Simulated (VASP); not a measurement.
# NbSi (Fm-3m) in VASP: settings compared

The runs below take NbSi through vibrations by perturbation theory, elastic constants, with PBE, PBEsol.

All numbers are computed with VASP 6.6.1; they aren't measurements. Logs are shortened: lines on timing, memory, paths and dates and some standing lists are left out, and cuts for length are marked.

### 1 The cell of the first run

Symmetry: Fm-3m, No. 225, cubic system. The conventional cell has a = 5.148 Å, b = 5.148 Å, c = 5.148 Å, α = 90.00°, β = 90.00°, γ = 90.00°. Nb (site symmetry m-3m) has 6 Si at 2.57 Å within 3.4 Å. Si (site symmetry m-3m) has 6 Nb at 2.57 Å within 3.4 Å.

### 2 Vibrations by perturbation theory, PBE

Input file INCAR:

```
ALGO     = Normal         # electronic algorithm
EDIFF    = 1E-8           # SCF threshold, eV
ENCUT    = 520            # plane-wave cutoff, eV
GGA      = PE             # functional
IBRION   = 8              # ionic algorithm
ISIF     = 2              # what is computed and relaxed
ISMEAR   = -1             # smearing method
LASPH    = True           # aspherical terms in the spheres
LCHARG   = True           # write CHGCAR
LREAL    = False          # projectors in reciprocal space
LWAVE    = False          # write WAVECAR
NELM     = 100            # most SCF steps
NSW      = 1              # ionic steps
PREC     = Accurate       # precision mode
SIGMA    = 0.05           # smearing width, eV
```

Input file KPOINTS:

```
k-points
0
Gamma
  9 9 9
```

Input file POSCAR:

```
NbSi
1.0
    0.0000000000      2.5738300000      2.5738300000
    2.5738300000      0.0000000000      2.5738300000
    2.5738300000      2.5738300000      0.0000000000
Nb Si
1 1
Direct
    0.0000000000      0.0000000000      0.0000000000
    0.5000000000      0.5000000000      0.5000000000
```

Potentials or basis: VASP PAW PBE potentials, release 64 (Nb_sv, Si).

Started as:

```bash
> cat potpaw_PBE.64/Nb_sv/POTCAR potpaw_PBE.64/Si/POTCAR > POTCAR
> mpirun -np 1 vasp_std > vasp.out
```

OUTCAR:

```text
EDIFF = 1E-8
   ENCUT = 520
   GGA = PE
   IBRION = 8
   ISIF = 2
   ISMEAR = -1
   LASPH = True
   LREAL = False
   NELM = 100
   NSW = 1
   PREC = Accurate

 ion  position               nearest neighbor table
   1  0.000  0.000  0.000-   2 2.57   2 2.57   2 2.57   2 2.57   2 2.57   2 2.57
   2  0.500  0.500  0.500-   1 2.57   1 2.57   1 2.57   1 2.57   1 2.57   1 2.57

  LATTYP: Found a face centered cubic cell.
 ALAT       =     5.1476600000

  Lattice vectors:

 A1 = (   0.0000000000,   2.5738300000,   2.5738300000)
 A2 = (   2.5738300000,   0.0000000000,   2.5738300000)
 A3 = (   2.5738300000,   2.5738300000,   0.0000000000)

Analysis of symmetry for initial positions (statically):
=====================================================================
 Subroutine PRICEL returns:
 Original cell was already a primitive cell.

 Routine SETGRP: Setting up the symmetry group for a
 face centered cubic supercell.

 Subroutine GETGRP returns: Found 48 space group operations
 (whereof 48 operations were pure point group operations)
 out of a pool of 48 trial point group operations.

The static configuration has the point symmetry O_h .

Analysis of symmetry for dynamics (positions and initial velocities):
=====================================================================
 Subroutine PRICEL returns:
 Original cell was already a primitive cell.

 Routine SETGRP: Setting up the symmetry group for a
 face centered cubic supercell.

 Subroutine GETGRP returns: Found 48 space group operations
 (whereof 48 operations were pure point group operations)
 out of a pool of 48 trial point group operations.

The dynamic configuration has the point symmetry O_h .

 Subroutine INISYM returns: Found 48 space group operations
 (whereof 48 operations are pure point group operations),
 and found     1 'primitive' translations

----------------------------------------------------------------------------------------

                                     Primitive cell

  volume of cell :      34.1012

  direct lattice vectors                    reciprocal lattice vectors
     0.000000000  2.573830000  2.573830000    -0.194263024  0.194263024  0.194263024
     2.573830000  0.000000000  2.573830000     0.194263024 -0.194263024  0.194263024
     2.573830000  2.573830000  0.000000000     0.194263024  0.194263024 -0.194263024

  length of vectors
     3.639945293  3.639945293  3.639945293     0.336473428  0.336473428  0.336473428

  position of ions in fractional coordinates (direct lattice)
     0.000000000  0.000000000  0.000000000
     0.500000000  0.500000000  0.500000000

  ion indices of the primitive-cell ions
   primitive index   ion index
                 1           1
                 2           2

----------------------------------------------------------------------------------------

 KPOINTS: k-points

Automatic generation of k-mesh.
 Grid dimensions read from file:
 generate k-points for:    9    9    9

 Generating k-lattice:

  Cartesian coordinates                     Fractional coordinates (reciprocal lattice)
    -0.021584780  0.021584780  0.021584780     0.111111111  0.000000000  0.000000000
     0.021584780 -0.021584780  0.021584780     0.000000000  0.111111111  0.000000000
     0.021584780  0.021584780 -0.021584780     0.000000000  0.000000000  0.111111111

  Length of vectors
     0.037385936  0.037385936  0.037385936

  Shift w.r.t. Gamma in fractional coordinates (k-lattice)
     0.000000000  0.000000000  0.000000000

 Subroutine IBZKPT returns following result:
[... 84 lines left out ...]
   NGX = 13   NGY = 13   NGZ = 13

--------------------------------------- Ionic step        1  -------------------------------------------

 number of electron      17.0000002 magnetization

 Free energy of the ion-electron system (eV)
  ---------------------------------------------------
  ext. energy  EPLUGINS =         0.00000000
  ---------------------------------------------------
  free energy    TOTEN  =       -16.10783131 eV

  energy without entropy =      -16.09762726  energy(sigma->0) =      -16.10272929

 E-fermi :  10.2350     XC(G=0): -11.5921

 val. band max:       10.1533601116   @ k =  -0.4444   0.3333   0.0000
 cond. band min:      10.2404930937   @ k =   0.4444   0.2222   0.1111
 fundamental gap:      0.0871329821
 Fermi energy:        10.2350095356

 k-point     1 :       0.0000    0.0000    0.0000
  band No.  band energies     occupation
      1     -45.0338      2.00000
      2     -21.0506      2.00000
      3     -21.0506      2.00000
      4     -21.0506      2.00000
      5      -0.4123      2.00000
      6       9.0110      2.00000
      7       9.0110      2.00000
      8       9.0110      2.00000
      9       9.5440      2.00000
     10       9.5440      2.00000
     11      12.6737      0.00000
     12      12.6737      0.00000
[... 331 lines left out ...]
 k-point    24 :       0.4444    0.4444    0.0000
  band No.  band energies     occupation
      1     -45.0122      2.00000
      2     -21.2309      2.00000
      3     -21.1229      2.00000
      4     -21.1229      2.00000
      5       1.8268      2.00000
      6       6.6219      2.00000
      7       7.1315      2.00000
      8      10.1466      1.70828
      9      10.1466      1.70828
     10      10.5699      0.00247
     11      12.4043      0.00000
     12      12.4043      0.00000

 [... further k-points ...]

------------------------ aborting loop because EDIFF is reached ----------------------------------------

  FORCE on cell =-STRESS in cart. coord.  units (eV):
  Direction    XX          YY          ZZ          XY          YZ          ZX
  --------------------------------------------------------------------------------------
  -------------------------------------------------------------------------------------
  Total       -0.0427483     -0.0427483     -0.0427483      0.0000000     -0.0000000      0.0000000
  in kB       -2.0084425     -2.0084425     -2.0084425      0.0000000     -0.0000000      0.0000000
  external PRESSURE =      -2.0084425 kB  Pullay stress =       0.0000000 kB

 VOLUME and BASIS-vectors are now :
 -----------------------------------------------------------------------------
  energy-cutoff  :      520.00
  volume of cell :       34.10
      direct lattice vectors                 reciprocal lattice vectors
     0.000000000  2.573830000  2.573830000    -0.194263024  0.194263024  0.194263024
     2.573830000  0.000000000  2.573830000     0.194263024 -0.194263024  0.194263024
     2.573830000  2.573830000  0.000000000     0.194263024  0.194263024 -0.194263024

 POSITION                                       TOTAL-FORCE (eV/Angst)
 -----------------------------------------------------------------------------------
      0.00000      0.00000      0.00000         0.000000      0.000000      0.000000
      2.57383      2.57383      2.57383        -0.000000     -0.000000     -0.000000
 -----------------------------------------------------------------------------------
    total drift:                               -0.000000      0.000000      0.000000

  FREE ENERGIE OF THE ION-ELECTRON SYSTEM (eV)
  ---------------------------------------------------
  free  energy   TOTEN  =       -16.1078313083 eV

  energy  without entropy=      -16.0976272619  energy(sigma->0) =      -16.10272929

[... ionic steps 2 to 3 ...]

--------------------------------------- Ionic step        4  -------------------------------------------

------------------------ aborting loop because EDIFF is reached ----------------------------------------

[... ionic steps 5 to 6 ...]

--------------------------------------- Ionic step        7  -------------------------------------------

 Free energy of the ion-electron system (eV)
  ---------------------------------------------------
  ---------------------------------------------------
  free energy    TOTEN  =        -0.01868161 eV

  energy without entropy =       -0.01868161

------------------------ aborting loop because EDIFF is reached ----------------------------------------

 INTERNAL STRAIN TENSOR  FOR ION    2  DIRECTION 1   (eV/Angst):
 -----------------------------------------------------------------------------
    -0.00360  0.00000  0.00000
     0.00000  0.00356  0.00000
    -0.00000  0.00000  0.00356

 INTERNAL STRAIN TENSOR FOR ION    2 for displacements in x,y,z  (eV/Angst):
          X           Y           Z          XY          YZ          ZX
  --------------------------------------------------------------------------------
  x     0.00000     0.00000     0.00000     0.00000     0.00000     0.00000
  y     0.00000     0.00000     0.00000     0.00000     0.00000     0.00000
  z     0.00000     0.00000     0.00000     0.00000     0.00000     0.00000

 SECOND DERIVATIVES (NOT SYMMETRIZED)
 ------------------------------------
               1X          1Y          1Z          2X          2Y          2Z
  1X   -10.418476    0.000000    0.000000   10.418476    0.000000    0.000000
  1Y     0.000000  -10.418476    0.000000    0.000000   10.418476    0.000000
  1Z     0.000000    0.000000  -10.418476    0.000000    0.000000   10.418476
  2X    10.372017    0.000000    0.000000  -10.372017    0.000000    0.000000
  2Y     0.000000   10.372017    0.000000    0.000000  -10.372017    0.000000
  2Z     0.000000    0.000000   10.372017    0.000000    0.000000  -10.372017

 Eigenvectors and eigenvalues of the dynamical matrix
 ----------------------------------------------------

   1 f  =   10.847345 THz    68.155878 2PiTHz  361.828480 cm-1    44.860994 meV
             X         Y         Z           dx          dy          dz
      0.000000  0.000000  0.000000     0.000000    0.482613   -0.000000
      2.573830  2.573830  2.573830    -0.000000   -0.875834   -0.000000
[... 21 lines left out ...]
   6 f/i=    0.010246 THz     0.064376 2PiTHz    0.341762 cm-1     0.042373 meV
             X         Y         Z           dx          dy          dz
      0.000000  0.000000  0.000000     0.534058   -0.686890    0.100246
      2.573830  2.573830  2.573830     0.294283   -0.378499    0.055239

--------------------------------------------------------------------------------------------------------

 ELASTIC MODULI CONTR FROM IONIC RELAXATION (kBar)
 Direction    XX          YY          ZZ          XY          YZ          ZX
 --------------------------------------------------------------------------------
 XX           0.0000      0.0000      0.0000      0.0000      0.0000      0.0000
 YY           0.0000      0.0000      0.0000      0.0000      0.0000      0.0000
 ZZ           0.0000      0.0000      0.0000      0.0000      0.0000      0.0000
 XY           0.0000      0.0000      0.0000      0.0000      0.0000      0.0000
 YZ           0.0000      0.0000      0.0000      0.0000      0.0000      0.0000
 ZX           0.0000      0.0000      0.0000      0.0000      0.0000      0.0000
 --------------------------------------------------------------------------------
```

Wall time 1.7 min (1 thread of Intel Xeon 6975P-C (Granite Rapids), shared host); peak memory 0.23 GiB.

Results:

- Highest phonon frequency at Γ: 362 cm⁻¹

Phonon frequencies in cm⁻¹ (negative: imaginary):
```tsv
q point	frequencies
(0.000, 0.000, 0.000)	0 0 0 362 362 362
```

### 3 Vibrations by perturbation theory, PBEsol

Input file INCAR:

```
SYSTEM = NbSi
ALGO = Normal
EDIFF = 1E-8
ENCUT = 520
GGA = PS
IBRION = 8
ISIF = 2
ISMEAR = -1
LASPH = .TRUE.
LCHARG = .FALSE.
LREAL = .FALSE.
LWAVE = .FALSE.
NELM = 80
NSW = 1
PREC = Accurate
SIGMA = 0.05
```

Input file KPOINTS:

```
k-points
0
G
  9 9 9
  0 0 0
```

POSCAR is that of step 2.

Potentials or basis: VASP PAW PBE potentials, release 64 (Nb_sv, Si).

Started as:

```bash
> cat potpaw_PBE.64/Nb_sv/POTCAR potpaw_PBE.64/Si/POTCAR > POTCAR
> mpirun -np 1 vasp_std > vasp.out
```

OUTCAR:

```text
SYSTEM = NbSi
   EDIFF = 1E-8
   ENCUT = 520
   GGA = PS
   IBRION = 8
   ISIF = 2
   ISMEAR = -1
   LASPH = .TRUE.
   LREAL = .FALSE.
   NELM = 80
   NSW = 1
   PREC = Accurate

 ion  position               nearest neighbor table
   1  0.000  0.000  0.000-   2 2.57   2 2.57   2 2.57   2 2.57   2 2.57   2 2.57
   2  0.500  0.500  0.500-   1 2.57   1 2.57   1 2.57   1 2.57   1 2.57   1 2.57

  LATTYP: Found a face centered cubic cell.
[... 618 lines left out ...]
               1X          1Y          1Z          2X          2Y          2Z
  1X   -10.684504    0.000000    0.000000   10.684504    0.000000    0.000000
  1Y     0.000000  -10.684504    0.000000    0.000000   10.684504    0.000000
  1Z     0.000000    0.000000  -10.684504    0.000000    0.000000   10.684504
  2X    10.309467    0.000000    0.000000  -10.309467    0.000000    0.000000
  2Y     0.000000   10.309467    0.000000    0.000000  -10.309467    0.000000
  2Z     0.000000    0.000000   10.309467    0.000000    0.000000  -10.309467

 Eigenvectors and eigenvalues of the dynamical matrix
 ----------------------------------------------------

   1 f  =   10.854818 THz    68.202836 2PiTHz  362.077771 cm-1    44.891902 meV
             X         Y         Z           dx          dy          dz
      0.000000  0.000000  0.000000     0.000000   -0.488443    0.000000
      2.573830  2.573830  2.573830     0.000000    0.872596    0.000000
[... 21 lines left out ...]
   6 f/i=    0.082652 THz     0.519319 2PiTHz    2.756979 cm-1     0.341822 meV
             X         Y         Z           dx          dy          dz
      0.000000  0.000000  0.000000    -0.616013    0.215146   -0.579364
      2.573830  2.573830  2.573830    -0.344819    0.120430   -0.324304

--------------------------------------------------------------------------------------------------------

 ELASTIC MODULI CONTR FROM IONIC RELAXATION (kBar)
 Direction    XX          YY          ZZ          XY          YZ          ZX
 --------------------------------------------------------------------------------
 XX           0.0000      0.0000      0.0000      0.0000      0.0000      0.0000
 YY           0.0000      0.0000      0.0000      0.0000      0.0000      0.0000
 ZZ           0.0000      0.0000      0.0000      0.0000      0.0000      0.0000
 XY           0.0000      0.0000      0.0000      0.0000      0.0000      0.0000
 YZ           0.0000      0.0000      0.0000      0.0000      0.0000      0.0000
 ZX           0.0000      0.0000      0.0000      0.0000      0.0000      0.0000
 --------------------------------------------------------------------------------
```

Run time: 81 s. Hardware: 1 thread of Intel Xeon 6975P-C (Granite Rapids), shared host; peak memory 0.23 GiB.

Results:

* Highest phonon frequency at Γ: 362 cm⁻¹

Phonon frequencies in cm⁻¹ (negative: imaginary):
```csv
q point,frequencies
"(0.000, 0.000, 0.000)",-3 -3 -3 362 362 362
```

Caveat: the cell stands under pressure or tension, which shifts response properties; the PAW data sets were made with another functional, which shifts forces and pressure a little.

(Part 1 of 2 ends here.)
